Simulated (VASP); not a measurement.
A run of VASP 6.6.1:

The input INCAR:

```
SYSTEM = LiF
ALGO = Normal
EDIFF = 1E-8
ENCUT = 520
GGA = PE
ISIF = 2
ISMEAR = -1
LASPH = .TRUE.
LCHARG = .FALSE.
LEFG = .TRUE.
LREAL = .FALSE.
LWAVE = .FALSE.
NBANDS = 12
NELM = 60
PREC = Accurate
SIGMA = 0.03
```

Contents of KPOINTS:

```
k-points
0
G
  10 10 10
  0 0 0
```

POSCAR

```
LiF
1.0
    0.0000000000      2.0273381370      2.0273381370
    2.0273381370      0.0000000000      2.0273381370
    2.0273381370      2.0273381370      0.0000000000
Li F
1 1
Direct
    0.0000000000      0.0000000000      0.0000000000
    0.5000000000      0.5000000000      0.5000000000
```

Potentials or basis: VASP PAW PBE potentials, release 64 (Li_sv, F).

Run with:

```sh
$ cat potpaw_PBE.64/Li_sv/POTCAR potpaw_PBE.64/F/POTCAR > POTCAR
$ mpirun -np 1 vasp_std > vasp.out
```

Hardware: 1 thread of Intel(R) Xeon(R) Platinum 8259CL CPU @ 2.50GHz (Skylake/Cascade Lake), on a shared host.

Q: How long does it take, and how much memory?

A: Wall time 16 s on 1 thread of Intel(R) Xeon(R) Platinum 8259CL CPU @ 2.50GHz (Skylake/Cascade Lake), with other jobs on the host, peak memory 0.13 GiB. Counts: scf iterations 15, k points 47.
